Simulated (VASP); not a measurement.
# AlGaN2 (P-4m2) in VASP: notebook

Runs on AlGaN2. Level: r2SCAN. Tasks: single point.

Program: VASP 6.6.1. These are calculated values, not measurements. Logs are shortened: lines on timing, memory, paths and dates and some standing lists are left out, and cuts for length are marked.

## 1. The cell of the first run

Symmetry: P-4m2, No. 115, tetragonal system. The conventional cell has a = 3.047 Å, b = 3.047 Å, c = 4.357 Å, α = 90.00°, β = 90.00°, γ = 90.00°. Within 2.4 Å of Al (site symmetry -4m2) lie 4 N at 1.84 Å. Ga (site symmetry -4m2) has 4 N at 1.90 Å within 2.5 Å. Within 2.4 Å of N (site symmetry 2mm) lie 2 Al at 1.84 Å and 2 Ga at 1.90 Å.

## 2. Single point, r2SCAN (strain -0.030 along x and y, -0.015 along z)

Contents of POSCAR:

```
AlGaN2
1.0
    3.0466507372      0.0000000000      0.0000000000
    0.0000000000      3.0466507372      0.0000000000
    0.0000000000      0.0000000000      4.3574803709
Al Ga N
1 1 2
Direct
    0.5000000000      0.5000000000      0.5000000000
    0.0000000000      0.0000000000      0.0000000000
    0.5000000000      0.0000000000      0.7382648100
    0.0000000000      0.5000000000      0.2617351900
```

Contents of INCAR.step1:

```
SYSTEM = AlGaN2
PREC = Accurate ; ENCUT = 520
ISMEAR = 0 ; SIGMA = 0.05
LREAL = .False. ; LASPH = .True.
NELM = 60 ; NBANDS = 21
GGA = PE ; ALGO = Normal
EDIFF = 1E-4 ; LWAVE = .True.
LCHARG = .False.
```

Contents of INCAR.step2:

```
SYSTEM = AlGaN2
PREC = Accurate ; ENCUT = 520
EDIFF = 1E-6 ; ISMEAR = 0
SIGMA = 0.05 ; LREAL = .False.
LASPH = .True. ; NELM = 60
ALGO = Normal ; ISIF = 2
LWAVE = .False. ; LCHARG = .False.
METAGGA = R2SCAN ; LMIXTAU = .True.
NBANDS = 21 ; ISTART = 1
```

Contents of KPOINTS:

```
regular mesh
0
Gamma
  8 8 6
  0 0 0
```

Potentials or basis: VASP PAW PBE potentials, release 64 (Al, Ga_d, N).

On the command line:

```console
$ cat potpaw_PBE.64/Al/POTCAR potpaw_PBE.64/Ga_d/POTCAR potpaw_PBE.64/N/POTCAR > POTCAR
$ cp INCAR.step1 INCAR
$ mpirun -np 1 vasp_std > vasp.out
$ cp INCAR.step2 INCAR
$ mpirun -np 1 vasp_std > vasp.out
```

OUTCAR:

```text
SYSTEM = AlGaN2
   PREC = Accurate
   ENCUT = 520
   EDIFF = 1E-6
   ISMEAR = 0
   LREAL = .False.
   LASPH = .True.
   NELM = 60
   ISIF = 2
   METAGGA = R2SCAN
   ISTART = 1

 ion  position               nearest neighbor table
   1  0.500  0.500  0.500-   3 1.84   4 1.84   3 1.84   4 1.84   2 3.06   2 3.06   2 3.06   2 3.06
                             2 3.06   2 3.06   2 3.06   2 3.06
   2  0.000  0.000  0.000-   3 1.90   4 1.90   4 1.90   3 1.90   1 3.06   1 3.06   1 3.06   1 3.06
                             1 3.06   1 3.06   1 3.06   1 3.06
   3  0.500  0.000  0.738-   1 1.84   1 1.84   2 1.90   2 1.90
   4  0.000  0.500  0.262-   1 1.84   1 1.84   2 1.90   2 1.90

  LATTYP: Found a simple tetragonal cell.
 ALAT       =     3.0466507372
 C/A-ratio  =     1.4302526764

  Lattice vectors:

 A1 = (   3.0466507372,   0.0000000000,   0.0000000000)
 A2 = (   0.0000000000,   3.0466507372,   0.0000000000)
 A3 = (   0.0000000000,   0.0000000000,   4.3574803709)

Analysis of symmetry for initial positions (statically):
=====================================================================
 Subroutine PRICEL returns:
 Original cell was already a primitive cell.

 Routine SETGRP: Setting up the symmetry group for a
 simple tetragonal supercell.

 Subroutine GETGRP returns: Found  8 space group operations
 (whereof  8 operations were pure point group operations)
 out of a pool of 16 trial point group operations.

The static configuration has the point symmetry D_2d.

Analysis of symmetry for dynamics (positions and initial velocities):
=====================================================================
 Subroutine PRICEL returns:
 Original cell was already a primitive cell.

 Routine SETGRP: Setting up the symmetry group for a
 simple tetragonal supercell.

 Subroutine GETGRP returns: Found  8 space group operations
 (whereof  8 operations were pure point group operations)
 out of a pool of 16 trial point group operations.

The dynamic configuration has the point symmetry D_2d.

 Subroutine INISYM returns: Found  8 space group operations
 (whereof  8 operations are pure point group operations),
 and found     1 'primitive' translations

----------------------------------------------------------------------------------------

                                     Primitive cell

  volume of cell :      40.4465

  direct lattice vectors                    reciprocal lattice vectors
     3.046650737  0.000000000  0.000000000     0.328229287  0.000000000  0.000000000
     0.000000000  3.046650737  0.000000000     0.000000000  0.328229287  0.000000000
     0.000000000  0.000000000  4.357480371     0.000000000  0.000000000  0.229490420

  length of vectors
     3.046650737  3.046650737  4.357480371     0.328229287  0.328229287  0.229490420

  position of ions in fractional coordinates (direct lattice)
     0.500000000  0.500000000  0.500000000
     0.000000000  0.000000000  0.000000000
     0.500000000  0.000000000  0.738264810
     0.000000000  0.500000000  0.261735190

  ion indices of the primitive-cell ions
   primitive index   ion index
                 1           1
                 2           2
                 3           3
                 4           4

----------------------------------------------------------------------------------------

 KPOINTS: regular mesh

Automatic generation of k-mesh.
 Grid dimensions read from file:
 generate k-points for:    8    8    6

 Generating k-lattice:

  Cartesian coordinates                     Fractional coordinates (reciprocal lattice)
     0.041028661  0.000000000  0.000000000     0.125000000  0.000000000  0.000000000
     0.000000000  0.041028661  0.000000000     0.000000000  0.125000000  0.000000000
     0.000000000  0.000000000  0.038248403     0.000000000  0.000000000  0.166666667

  Length of vectors
     0.041028661  0.041028661  0.038248403

  Shift w.r.t. Gamma in fractional coordinates (k-lattice)
     0.000000000  0.000000000  0.000000000

 Subroutine IBZKPT returns following result:
 ===========================================

 Found     60 irreducible k-points:

 Following reciprocal coordinates:
            Coordinates               Weight
  0.000000  0.000000  0.000000      1.000000
  0.125000  0.000000  0.000000      4.000000
  0.250000  0.000000  0.000000      4.000000
  0.375000  0.000000  0.000000      4.000000
  0.500000  0.000000  0.000000      2.000000
  0.125000  0.125000  0.000000      4.000000
[... 16 lines left out ...]
  0.375000  0.125000  0.166667     16.000000
  0.500000  0.125000  0.166667      8.000000
 [... further k-points ...]
   k-points           NKPTS =     60   k-points in BZ     NKDIM =     60   number of bands    NBANDS=     21
   number of dos      NEDOS =    301   number of ions     NIONS =      4
   total plane-waves  NPLWV =  18432
   dimension x,y,z NGX =    24 NGY =   24 NGZ =   32
   dimension x,y,z NGXF=    48 NGYF=   48 NGZF=   64
   ions per type =               1   1   2
   NGX,Y,Z   is equivalent  to a cutoff of  13.10, 13.10, 12.21 a.u.
   NGXF,Y,Z  is equivalent  to a cutoff of  26.19, 26.19, 24.42 a.u.
 SYSTEM =  AlGaN2
   PREC   = accura    normal or accurate (medium, high low for compatibility)
   ISTART =      1    job   : 0-new  1-cont  2-samecut
   ICHARG =      0    charge: 1-file 2-atom 10-const
   ISPIN  =      1    spin polarized calculation?
   LNONCOLLINEAR =      F non collinear calculations
   LSORBIT =      F    spin-orbit coupling
   LASPH  =      T    aspherical Exc in radial PAW
   ENCUT  =  520.0 eV  38.22 Ry    6.18 a.u.   5.66  5.66  8.10*2*pi/ulx,y,z
   NELM   =     60;   NELMIN=  2; NELMDL=  0     # of ELM steps
   EDIFF  = 0.1E-05   stopping-criterion for ELM
   LREAL  =      F    real-space projection
   EDIFFG = 0.1E-04   stopping-criterion for IOM
   NSW    =      0    number of steps for IOM
   IBRION =     -1    ionic relax: 0-MD 1-quasi-New 2-CG
   NFREE  =      0    steps in history (QN), initial steepest desc. (CG)
   ISIF   =      2    stress and relaxation
   ISYM   =      2    0-nonsym 1-usesym 2-fastsym
   POTIM  = 0.5000    time-step for ionic-motion
   TEBEG  =    0.0;   TEEND  =   0.0 temperature during run
   PSTRESS=    0.0 pullay stress
   NELECT =      26.0000    total number of electrons
   NUPDOWN=      -1.0000    fix difference up-down
   EMIN   =  10.00;   EMAX   =-10.00  energy-range for DOS
   EFERMI =   0.00;   METHOD = LEGACY
   ISMEAR =     0;   SIGMA  =   0.05  broadening in eV -4-tet -1-fermi 0-gaus
   EFERMI_NEDOS =   21; number of points for ismear=-14 and -15
   IALGO  =     38    algorithm
   IMIX   =      4    mixing-type and parameters
     AMIX     =   0.40;   BMIX     =  1.00
     AMIX_MAG =   1.60;   BMIX_MAG =  1.00
  volume/ion in A,a.u.               =      10.11        68.24
  Fermi-wavevector in a.u.,A,eV,Ry     =   1.412881  2.669959 27.160408  1.996234
  Thomas-Fermi vector in A             =   2.534584
   LORBIT       =      0    0 simple, 1 ext, 2 COOP (PROOUT), +10 PAW based schemes
   METAGGA = R2SCAN    functional components
   LHFCALC =     F    Hartree Fock is set to
   AEXX    =    0.0000 exact exchange contribution
   IVDW    =     0    specifies the selected vdW correction
   LEPSILON=     F    determine dielectric tensor
   LRPA    =     F    only Hartree local field effects (RPA)
 non-spin polarized calculation
 Gauss-broadening in eV      SIGMA  =   0.05
  energy-cutoff  :      520.00
  volume of cell :       40.45
 maximum number of plane-waves:      1112
 NGX is ok and might be reduce to    24
   NGX = 11   NGY = 11   NGZ = 17

 number of electron      26.0000028 magnetization

 Free energy of the ion-electron system (eV)
  ---------------------------------------------------
  ext. energy  EPLUGINS =         0.00000000
  ---------------------------------------------------
  free energy    TOTEN  =       -40.89882881 eV

  energy without entropy =      -40.89882881  energy(sigma->0) =      -40.89882881

 E-fermi :   6.4244     XC(G=0): -12.4732

 val. band max:        6.2037865124   @ k =   0.0000   0.0000   0.0000
 cond. band min:      10.0271460228   @ k =   0.5000   0.5000   0.0000
 fundamental gap:      3.8233595105
 Fermi energy:         6.4244420162

 k-point     1 :       0.0000    0.0000    0.0000
  band No.  band energies     occupation
      1     -10.6821      2.00000
      2      -8.7904      2.00000
      3      -7.1366      2.00000
      4      -7.1366      2.00000
      5      -7.0622      2.00000
      6      -6.8603      2.00000
[... 13 lines left out ...]
     20      20.6643      0.00000
     21      23.2511      0.00000

 k-point     2 :       0.1250    0.0000    0.0000
  band No.  band energies     occupation
      1     -10.5319      2.00000
      2      -8.7923      2.00000
      3      -7.1550      2.00000
      4      -7.1329      2.00000
      5      -7.0314      2.00000
      6      -6.8751      2.00000
[... 13 lines left out ...]
     20      20.4473      0.00000
     21      22.6519      0.00000

 k-point     3 :       0.2500    0.0000    0.0000
  band No.  band energies     occupation
      1     -10.1231      2.00000
      2      -8.8165      2.00000
      3      -7.1531      2.00000
      4      -7.1240      2.00000
      5      -6.9447      2.00000
      6      -6.9105      2.00000
[... 13 lines left out ...]
     20      19.8560      0.00000
     21      21.3502      0.00000

 k-point     4 :       0.3750    0.0000    0.0000
  band No.  band energies     occupation
      1      -9.5952      2.00000
      2      -8.9089      2.00000
      3      -7.1147      2.00000
      4      -7.0999      2.00000
      5      -6.9457      2.00000
      6      -6.7631      2.00000
[... 13 lines left out ...]
     20      19.5695      0.00000
     21      20.2620      0.00000

 k-point     5 :       0.5000    0.0000    0.0000
  band No.  band energies     occupation
      1      -9.2085      2.00000
      2      -9.0947      2.00000
      3      -7.1108      2.00000
      4      -7.0670      2.00000
      5      -6.9602      2.00000
      6      -6.4870      2.00000
[... 13 lines left out ...]
     20      19.6496      0.00000
     21      19.6721      0.00000

 k-point     6 :       0.1250    0.1250    0.0000
  band No.  band energies     occupation
      1     -10.3861      2.00000
      2      -8.7897      2.00000
      3      -7.1560      2.00000
      4      -7.1345      2.00000
      5      -7.0064      2.00000
      6      -6.8896      2.00000
[... 13 lines left out ...]
     20      20.2151      0.00000
     21      21.2688      0.00000

 k-point     7 :       0.2500    0.1250    0.0000
  band No.  band energies     occupation
      1      -9.9926      2.00000
      2      -8.8017      2.00000
      3      -7.1496      2.00000
      4      -7.1085      2.00000
      5      -6.9514      2.00000
      6      -6.9001      2.00000
[... 13 lines left out ...]
     20      19.7825      0.00000
     21      20.4304      0.00000
[... 291 lines left out ...]
      1      -9.2154      2.00000
      2      -9.0688      2.00000
      3      -7.1125      2.00000
      4      -7.0493      2.00000
      5      -6.9600      2.00000
      6      -6.4871      2.00000
[... 13 lines left out ...]
     20      19.0652      0.00000
     21      19.3749      0.00000

 k-point    21 :       0.1250    0.1250    0.1667
  band No.  band energies     occupation
      1     -10.2692      2.00000
      2      -8.8568      2.00000
      3      -7.1636      2.00000
      4      -7.1234      2.00000
      5      -7.0056      2.00000
      6      -6.8895      2.00000
[... 13 lines left out ...]
     20      19.7231      0.00000
     21      21.4724      0.00000

 k-point    22 :       0.2500    0.1250    0.1667
  band No.  band energies     occupation
      1      -9.8998      2.00000
      2      -8.8490      2.00000
      3      -7.1518      2.00000
      4      -7.0898      2.00000
      5      -6.9504      2.00000
      6      -6.8982      2.00000
[... 13 lines left out ...]
     20      19.7612      0.00000
     21      20.6044      0.00000

 k-point    23 :       0.3750    0.1250    0.1667
  band No.  band energies     occupation
      1      -9.4454      2.00000
      2      -8.8959      2.00000
      3      -7.1259      2.00000
      4      -7.0381      2.00000
      5      -6.9741      2.00000
      6      -6.7010      2.00000
[... 13 lines left out ...]
     20      19.7854      0.00000
     21      20.2155      0.00000

 k-point    24 :       0.5000    0.1250    0.1667
  band No.  band energies     occupation
      1      -9.1519      2.00000
      2      -9.0102      2.00000
      3      -7.1167      2.00000
      4      -7.0122      2.00000
      5      -6.9909      2.00000
      6      -6.4224      2.00000
[... 13 lines left out ...]
     20      19.8321      0.00000
     21      19.9895      0.00000

 [... further k-points ...]
[... 5 lines left out ...]
  --------------------------------------------------------------------------------------
  -------------------------------------------------------------------------------------
  Total        4.7718029      4.7718029      4.2273333      0.0000000      0.0000000      0.0000000
  in kB      189.0219771    189.0219771    167.4542950      0.0000000      0.0000000      0.0000000
  external PRESSURE =     181.8327497 kB  Pullay stress =       0.0000000 kB

 VOLUME and BASIS-vectors are now :
 -----------------------------------------------------------------------------
  energy-cutoff  :      520.00
  volume of cell :       40.45
      direct lattice vectors                 reciprocal lattice vectors
     3.046650737  0.000000000  0.000000000     0.328229287  0.000000000  0.000000000
     0.000000000  3.046650737  0.000000000     0.000000000  0.328229287  0.000000000
     0.000000000  0.000000000  4.357480371     0.000000000  0.000000000  0.229490420

 POSITION                                       TOTAL-FORCE (eV/Angst)
 -----------------------------------------------------------------------------------
      1.52333      1.52333      2.17874        -0.000000      0.000000      0.000000
      0.00000      0.00000      0.00000        -0.000000     -0.000000      0.000000
      1.52333      0.00000      3.21697        -0.000000     -0.000000      0.017259
      0.00000      1.52333      1.14051         0.000000     -0.000000     -0.017259
 -----------------------------------------------------------------------------------
    total drift:                                0.000000      0.000000      0.000000

  FREE ENERGIE OF THE ION-ELECTRON SYSTEM (eV)
  ---------------------------------------------------
  free  energy   TOTEN  =       -40.8988288142 eV

  energy  without entropy=      -40.8988288142  energy(sigma->0) =      -40.89882881
```

Run time: 3.6 min. Hardware: 1 thread of AMD EPYC 7R43 (Zen 3), shared host; peak memory 0.15 GiB.

What came out:

- Free energy: -40.8988 eV
- Pressure: 18.2 GPa
- Largest force: 0.017 eV/Å
- Band gap on the k mesh: 3.82 eV, indirect (least direct gap 3.93 eV)

Forces in eV/Å, atoms in the order of the input:
```
Al   0.000  0.000  0.000
Ga   0.000  0.000  0.000
N    0.000  0.000  0.017
N    0.000  0.000 -0.017
```

Caveat: the cell differs from its parent crystal (strain -0.030 along x and y, -0.015 along z); the PAW data sets were made with another functional, which shifts forces and pressure a little. A k mesh can miss the band edges.

## 3. Single point, r2SCAN (strain -0.030 along x and y, +0.000 along z)

Edit POSCAR of step 2 so:

```diff
@@ -4,3 +4,3 @@
     0.0000000000      3.0466507372      0.0000000000
-    0.0000000000      0.0000000000      4.3574803709
+    0.0000000000      0.0000000000      4.4238379400
 Al Ga N
```

Contents of INCAR.step1:

```
PREC = Accurate ; ENCUT = 520
ISMEAR = 0 ; SIGMA = 0.05
LREAL = F ; LASPH = T
NELM = 60 ; NBANDS = 21
GGA = PE ; ALGO = Normal
EDIFF = 1E-4 ; LWAVE = T
LCHARG = F
```

Contents of INCAR.step2:

```
PREC = Accurate ; ENCUT = 520
EDIFF = 1E-6 ; ISMEAR = 0
SIGMA = 0.05 ; LREAL = F
LASPH = T ; NELM = 60
ALGO = Normal ; ISIF = 2
LWAVE = F ; LCHARG = T
METAGGA = R2SCAN ; LMIXTAU = T
LELF = T ; LVHAR = T
NBANDS = 21 ; ISTART = 1
```

Contents of KPOINTS:

```
Automatic mesh
0
Gamma
  8 8 6
```

Potentials or basis: VASP PAW PBE potentials, release 64 (Al, Ga_d, N).

On the command line:

```console
$ cat potpaw_PBE.64/Al/POTCAR potpaw_PBE.64/Ga_d/POTCAR potpaw_PBE.64/N/POTCAR > POTCAR
$ cp INCAR.step1 INCAR
$ mpirun -np 1 vasp_std > vasp.out
$ cp INCAR.step2 INCAR
$ mpirun -np 1 vasp_std > vasp.out
```

Run time: 5 min. Hardware: 1 thread of AMD EPYC 7R43 (Zen 3), shared host; peak memory 0.16 GiB.

The run converged. Its results:

| Item | Value |
| --- | --- |
| Free energy | -40.9531 eV |
| Pressure | 14.1 GPa |
| Largest force | 0.052 eV/Å |
| Band gap on the k mesh | 3.77 eV, indirect (least direct gap 3.78 eV) |

Forces on the atoms (eV/Å):
```
Al   0.000  0.000  0.000
Ga   0.000  0.000  0.000
N    0.000  0.000  0.052
N    0.000  0.000 -0.052
```

Stress tensor (GPa, compression positive):
```
15.59  0.00  0.00
 0.00 15.59  0.00
 0.00  0.00 11.07
```

Levels at points of the mesh, in eV from the valence-band top:
| k point | band 10 | band 11 | band 12 | band 13 | band 14 | band 15 | band 16 | band 17 |
| --- | --- | --- | --- | --- | --- | --- | --- | --- |
| (0.00, 0.00, 0.00) | -2.42 | -0.40 | 0.00 | 0.00 | 3.78 | 4.25 | 9.04 | 12.51 |
| (0.50, 0.00, 0.00) | -3.31 | -3.24 | -1.03 | -0.60 | 8.05 | 8.30 | 9.26 | 9.78 |
| (0.50, 0.50, 0.00) | -2.62 | -2.59 | -2.58 | -2.58 | 3.77 | 3.77 | 7.11 | 9.72 |
| (0.00, 0.00, 0.50) | -1.68 | -1.68 | -0.97 | -0.97 | 6.05 | 6.17 | 9.18 | 10.69 |
| (0.50, 0.00, 0.50) | -1.12 | -1.01 | -0.84 | -0.49 | 6.22 | 7.68 | 10.36 | 10.68 |
| (0.50, 0.50, 0.50) | -4.35 | -3.56 | -3.49 | -3.49 | 6.70 | 6.70 | 10.16 | 11.86 |

Caveat: the cell differs from its parent crystal (strain -0.030 along x and y, +0.000 along z); the PAW data sets were made with another functional, which shifts forces and pressure a little.

(Continued in part 2 of 2.)
